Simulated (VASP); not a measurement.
# Ga16As3P13 (P1) in VASP: notebook, part 2 of 2

VASP 6.6.1.

## 3. Single point, PBEsol

The input, INCAR:

```
SYSTEM = Ga16As3P13
PREC     = Accurate       ! precision mode
ENCUT    = 500            ! plane-wave cutoff, eV
EDIFF    = 1E-6           ! SCF threshold, eV
ISMEAR   = -1             ! smearing method
SIGMA    = 0.05           ! smearing width, eV
LREAL    = Auto         
LASPH    = .True.         ! aspherical terms in the spheres
NELM     = 120            ! most SCF steps
ALGO     = Normal         ! electronic algorithm
ISIF     = 2              ! what is computed and relaxed
LWAVE    = .False.        ! write WAVECAR
LCHARG   = .True.         ! write CHGCAR
GGA      = PS             ! functional
LELF     = .True.         ! ELF
LVHAR    = .True.       
NBANDS   = 486            ! bands
ISYM     = -1           
GGA_COMPAT= .False.      
KPAR     = 1
```

The input, KPOINTS:

```
explicit points
1
Reciprocal
  0.25000000   0.25000000   0.25000000 1
```

The input, POSCAR:

```
Ga16As3P13
1.0
   11.5889970000      0.0000000000      0.0000000000
   -0.0000020000     13.3818230000      0.0000000000
    0.0000000000      0.0000000000     12.7284110000
Ga P As
48 39 9
Direct
    0.0014050000      0.1640470000      0.9973490000
    0.0017830000      0.1684490000      0.5004480000
    0.3302250000      0.1644390000      0.0015920000
    0.3307470000      0.1669110000      0.5016760000
    0.1658590000      0.4169240000      0.9995920000
    0.1638280000      0.4138660000      0.5004650000
    0.0005090000      0.6670260000      0.0015270000
    0.9984330000      0.6666610000      0.4987210000
    0.6651260000      0.1643680000      0.0018110000
    0.6664630000      0.1672460000      0.4994170000
    0.4945840000      0.4172930000      0.0009690000
    0.4979360000      0.4150530000      0.4981780000
    0.3321040000      0.6673880000      0.9979740000
    0.3323310000      0.6665550000      0.5011710000
    0.1681120000      0.9178570000      0.0010410000
    0.1691230000      0.9184230000      0.5022970000
    0.8334050000      0.4143710000      0.9995750000
    0.8344180000      0.4183680000      0.5022380000
    0.6688670000      0.6684060000      0.9971530000
    0.6671450000      0.6673190000      0.4986290000
    0.5017850000      0.9163600000      0.9997470000
    0.4985800000      0.9167710000      0.5009820000
    0.8324790000      0.9174520000      0.0026380000
    0.8332400000      0.9160350000      0.5013690000
    0.1642990000      0.0833360000      0.2491560000
    0.1656970000      0.0815010000      0.7519360000
    0.0007960000      0.3329680000      0.2500560000
    0.9981920000      0.3321300000      0.7488170000
    0.4997900000      0.0848840000      0.2493410000
    0.4984700000      0.0833010000      0.7492240000
    0.3358020000      0.3349150000      0.2478230000
    0.3323090000      0.3329830000      0.7502590000
    0.1669910000      0.5834610000      0.2511870000
    0.1704860000      0.5854540000      0.7498190000
    0.9971010000      0.8342840000      0.2533810000
    0.0010710000      0.8321120000      0.7487780000
    0.8320950000      0.0843480000      0.2494150000
    0.8312240000      0.0827270000      0.7532010000
    0.6684580000      0.3315150000      0.2486700000
    0.6645550000      0.3323680000      0.7468890000
    0.4994950000      0.5830740000      0.2509880000
    0.4993110000      0.5816970000      0.7504360000
    0.3345440000      0.8336770000      0.2491420000
    0.3319950000      0.8321200000      0.7471850000
    0.8330720000      0.5831880000      0.2475640000
    0.8311180000      0.5806900000      0.7481620000
    0.6661310000      0.8345070000      0.2501330000
    0.6698380000      0.8326610000      0.7516190000
    0.9969750000      0.1658920000      0.1890880000
    0.9987910000      0.1663580000      0.6857420000
    0.3341080000      0.1667520000      0.1860750000
    0.3383620000      0.1669330000      0.6882080000
    0.1651480000      0.4167680000      0.1874100000
    0.0007360000      0.6668020000      0.1909910000
    0.0001720000      0.6689450000      0.6867830000
    0.6630140000      0.1662600000      0.1866640000
    0.6660660000      0.1642950000      0.6884820000
    0.5021040000      0.4185320000      0.1857370000
    0.3330140000      0.6671580000      0.1891960000
    0.3325480000      0.6673350000      0.6865700000
    0.1641120000      0.9173610000      0.1887690000
    0.1666800000      0.9173830000      0.6857350000
    0.8345270000      0.4151710000      0.1857900000
    0.8317390000      0.4172680000      0.6862140000
    0.6665480000      0.6647680000      0.1853800000
    0.6658520000      0.6659650000      0.6853000000
    0.5014360000      0.9159040000      0.6871970000
    0.8320370000      0.9131660000      0.1845960000
    0.8320170000      0.9183790000      0.6891730000
    0.1694530000      0.0842050000      0.4385330000
    0.1669770000      0.0832420000      0.9381630000
    0.0015120000      0.3326270000      0.9368270000
    0.3329020000      0.3315880000      0.9385840000
    0.1677730000      0.5840610000      0.4370220000
    0.1677610000      0.5790540000      0.9349070000
    0.9996310000      0.8327020000      0.4381730000
    0.9980370000      0.8340760000      0.9377200000
    0.8346840000      0.0843980000      0.4372550000
    0.8329920000      0.0853780000      0.9376010000
    0.6676020000      0.3306290000      0.4368080000
    0.6658620000      0.3328080000      0.9350430000
    0.5024340000      0.5811420000      0.4330580000
    0.4992300000      0.5830210000      0.9389370000
    0.3311710000      0.8335760000      0.4369380000
    0.8340290000      0.5822270000      0.4363000000
    0.6675720000      0.8351110000      0.4367050000
    0.6655300000      0.8339720000      0.9377400000
    0.1665600000      0.4182670000      0.6876010000
    0.4983090000      0.4167410000      0.6870750000
    0.5004030000      0.9161410000      0.1879180000
    0.0013100000      0.3349690000      0.4377810000
    0.4958420000      0.0825540000      0.4412850000
    0.4998730000      0.0835580000      0.9362210000
    0.3356570000      0.3312520000      0.4348030000
    0.3375080000      0.8319050000      0.9363150000
    0.8344220000      0.5842100000      0.9397270000
```

Potentials or basis: VASP PAW PBE potentials, release 64 (Ga_d, P, As).

Launch:

```sh
cat potpaw_PBE.64/Ga_d/POTCAR potpaw_PBE.64/P/POTCAR potpaw_PBE.64/As/POTCAR > POTCAR
mpirun -np 4 vasp_std > vasp.out
```

OUTCAR:

```text
SYSTEM = Ga16As3P13
   PREC = Accurate
   ENCUT = 500
   EDIFF = 1E-6
   ISMEAR = -1
   LREAL = Auto
   LASPH = .True.
   NELM = 120
   ISIF = 2
   GGA = PS
   ISYM = -1

 ion  position               nearest neighbor table
   1  0.001  0.164  0.997-  71 2.33  79 2.34  72 2.38  49 2.44
   2  0.002  0.168  0.500-  50 2.36  91 2.37  78 2.38  70 2.38
   3  0.330  0.164  0.002-  71 2.33  51 2.35  73 2.38  93 2.39
   4  0.331  0.167  0.502-  70 2.32  92 2.35  94 2.36  52 2.38
   5  0.166  0.417  1.000-  75 2.32  72 2.35  73 2.38  53 2.39
   6  0.164  0.414  0.500-  91 2.30  88 2.38  74 2.42  94 2.43
[... 843 lines left out ...]
  Total       -0.3229928      2.8949188      1.4481894      3.8350937     -0.0949966      2.2876513
  in kB       -0.2621610      2.3496958      1.1754404      3.1128002     -0.0771051      1.8567998
  external PRESSURE =       1.0876584 kB  Pullay stress =       0.0000000 kB

 VOLUME and BASIS-vectors are now :
 -----------------------------------------------------------------------------
  energy-cutoff  :      500.00
  volume of cell :     1973.95
      direct lattice vectors                 reciprocal lattice vectors
    11.588997000  0.000000000  0.000000000     0.086288744  0.000000013  0.000000000
    -0.000002000 13.381823000  0.000000000     0.000000000  0.074728234  0.000000000
     0.000000000  0.000000000 12.728411000     0.000000000  0.000000000  0.078564402

 POSITION                                       TOTAL-FORCE (eV/Angst)
 -----------------------------------------------------------------------------------
      0.01628      2.19525     12.69467        -0.138541      0.394410      0.463888
      0.02066      2.25415      6.36991        -0.018024     -0.839484      0.061030
      3.82698      2.20049      0.02026        -0.072997      0.518254      0.117691
      3.83303      2.23357      6.38554        -0.288588     -0.208718      0.601391
      1.92214      5.57920     12.72322         0.162613     -0.325362      0.161855
      1.89860      5.53828      6.37012         0.958336      1.115577     -0.218214
[... 88 lines left out ...]
      3.91138     11.13241     11.91780        -0.612294      0.374660     -0.224536
      9.67011      7.81779     11.96123         0.027409     -0.410725     -0.606813
 -----------------------------------------------------------------------------------
    total drift:                                0.006258     -0.010948      0.019220

  FREE ENERGIE OF THE ION-ELECTRON SYSTEM (eV)
  ---------------------------------------------------
  free  energy   TOTEN  =      -466.5812653361 eV

  energy  without entropy=     -466.5812646074  energy(sigma->0) =     -466.58126497
```

OSZICAR:

```text
N       E                     dE             d eps       ncg     rms          rms(c)
DAV:   1     0.122556434114E+05    0.12256E+05   -0.32648E+05   976   0.257E+03
DAV:   2     0.266842065351E+04   -0.95872E+04   -0.93716E+04   976   0.757E+02
DAV:   3    -0.100997738851E+03   -0.27694E+04   -0.26092E+04  1176   0.258E+02
DAV:   4    -0.456845009188E+03   -0.35585E+03   -0.34986E+03  1184   0.856E+01
DAV:   5    -0.478606400109E+03   -0.21761E+02   -0.21610E+02  1416   0.235E+01    0.284E+01
DAV:   6    -0.468181047616E+03    0.10425E+02   -0.27644E+01  1392   0.182E+01    0.160E+01
DAV:   7    -0.466613468605E+03    0.15676E+01   -0.15699E+01  1096   0.695E+00    0.436E+00
DAV:   8    -0.466534278277E+03    0.79190E-01   -0.31273E+00  1104   0.989E+00    0.146E+00
DAV:   9    -0.466563912896E+03   -0.29635E-01   -0.63474E-01  1120   0.513E+00    0.425E-01
DAV:  10    -0.466573908247E+03   -0.99954E-02   -0.17052E-01  1176   0.171E+00    0.263E-01
DAV:  11    -0.466578812095E+03   -0.49038E-02   -0.53228E-02  1256   0.109E+00    0.205E-01
DAV:  12    -0.466580087970E+03   -0.12759E-02   -0.12057E-02  1072   0.779E-01    0.802E-02
DAV:  13    -0.466581040138E+03   -0.95217E-03   -0.68587E-03  1552   0.293E-01    0.367E-02
DAV:  14    -0.466581255433E+03   -0.21530E-03   -0.22395E-03  1128   0.208E-01    0.352E-02
DAV:  15    -0.466581251596E+03    0.38372E-05   -0.24123E-04  1152   0.146E-01    0.168E-02
DAV:  16    -0.466581261262E+03   -0.96666E-05   -0.16020E-04  1400   0.538E-02    0.544E-03
DAV:  17    -0.466581265189E+03   -0.39267E-05   -0.48517E-05  1080   0.268E-02    0.551E-03
DAV:  18    -0.466581265336E+03   -0.14706E-06   -0.42335E-06   816   0.135E-02
   1 F= -.46658127E+03 E0= -.46658126E+03  d E =-.728656E-06
```

Wall time 11 min (4 MPI ranks of Intel Xeon Platinum 8488C (Sapphire Rapids), shared host); peak memory 0.65 GiB.

What came out:

| Item | Value |
| --- | --- |
| Free energy | -466.5813 eV |
| Pressure | 0.1 GPa |
| Largest force | 1.487 eV/Å |
| Band gap on the k mesh | 1.54 eV |

Forces in eV/Å, atoms in the order of the input:
```
Ga  -0.139  0.394  0.464
Ga  -0.018 -0.839  0.061
Ga  -0.073  0.518  0.118
Ga  -0.289 -0.209  0.601
Ga   0.163 -0.325  0.162
Ga   0.958  1.116 -0.218
Ga   0.869  0.344  0.302
Ga   0.269 -0.082  0.117
Ga   0.664  0.806 -0.028
Ga   0.515 -0.081  0.395
Ga   0.610 -0.139 -0.192
Ga   1.022  0.434 -0.260
Ga   0.006 -1.003  0.627
Ga   0.309 -0.062 -0.343
Ga  -0.529 -0.103  0.161
Ga  -0.297 -0.104 -0.379
Ga  -0.063 -0.520  0.090
Ga  -0.714  0.066 -0.107
Ga  -0.873  0.135  0.532
Ga   0.038 -0.037 -0.124
Ga   0.490 -0.129 -0.058
Ga   0.090 -0.910  0.207
Ga   0.041  0.015 -0.541
Ga   0.094  0.249  0.001
Ga   0.211  0.126  0.206
Ga   0.216  0.409 -0.264
Ga  -0.138 -0.019 -0.612
Ga  -0.404 -0.129  0.324
Ga  -0.252  0.305  0.134
Ga   0.336 -0.291 -0.529
Ga  -0.144 -0.060 -0.731
Ga  -0.028 -0.628  0.635
Ga   0.006 -0.022  0.025
Ga  -0.547  0.537  0.125
Ga   0.148 -0.114 -0.201
Ga  -0.240  0.352  0.223
Ga  -0.236 -0.416  0.103
Ga   0.142  0.176 -0.259
Ga  -0.116  0.230  0.113
Ga   0.651 -0.409  0.480
Ga   0.059  0.133 -0.413
Ga   0.004  0.944  0.383
Ga  -0.946 -0.303  0.403
Ga   0.199  0.282 -0.398
Ga  -0.037 -0.143  0.169
Ga   0.225  0.496 -0.215
Ga   0.628 -0.808  0.245
Ga  -0.327 -0.064 -0.128
P    0.300  0.131 -0.512
P    0.047 -0.182  0.345
P   -0.306  0.044  0.180
P   -0.926 -0.029 -0.035
P    0.284  0.036 -0.141
P    0.029  0.092 -0.375
P   -0.034 -0.580 -0.071
P    0.441 -0.009  0.051
P    0.083  0.232 -0.282
P   -0.016 -0.234  0.167
P    0.007 -0.099 -0.429
P    0.402 -0.092 -0.033
P    0.178 -0.191 -0.074
P   -0.015 -0.121  0.332
P   -0.006  0.038  0.118
P    0.068 -0.363  0.167
P   -0.069  0.357  0.089
P   -0.019  0.066  0.163
P   -0.055 -0.096  0.085
P    0.067  0.595  0.586
P    0.343 -0.220 -0.166
P   -0.515 -0.127 -0.227
P   -0.092 -0.209 -0.171
P   -0.210 -0.147 -0.075
P   -0.282 -0.039 -0.134
P   -0.237 -0.302  0.185
P   -0.167  0.730  0.280
P    0.108  0.312  0.193
P    0.318  0.024 -0.068
P   -0.080 -0.171  0.008
P   -0.058 -0.369  0.229
P    0.013  0.522 -0.014
P   -0.213 -0.031  0.241
P   -0.302  0.270  0.717
P    0.077  0.125 -0.246
P    0.257 -0.126  0.044
P   -0.193  0.162 -0.107
P   -0.209 -0.164  0.069
P    0.298  0.050 -0.086
As  -0.147 -0.188 -0.033
As   0.015 -0.083 -0.333
As  -0.003  0.319 -0.255
As  -0.613 -0.283 -0.309
As   0.426  0.209 -0.675
As  -0.289 -0.144  0.019
As  -0.674  0.199  0.010
As  -0.612  0.375 -0.225
As   0.027 -0.411 -0.607
```

Levels at points of the mesh, in eV from the valence-band top:
```csv
k point,band 429,band 430,band 431,band 432,band 433,band 434,band 435,band 436
"(0.25, 0.25, 0.25)",-0.52,-0.43,-0.22,0.00,1.54,1.67,1.78,1.88
```

Caveat: the PAW data sets were made with another functional, which shifts forces and pressure a little; a shifted mesh leaves out Γ, where band edges can lie.
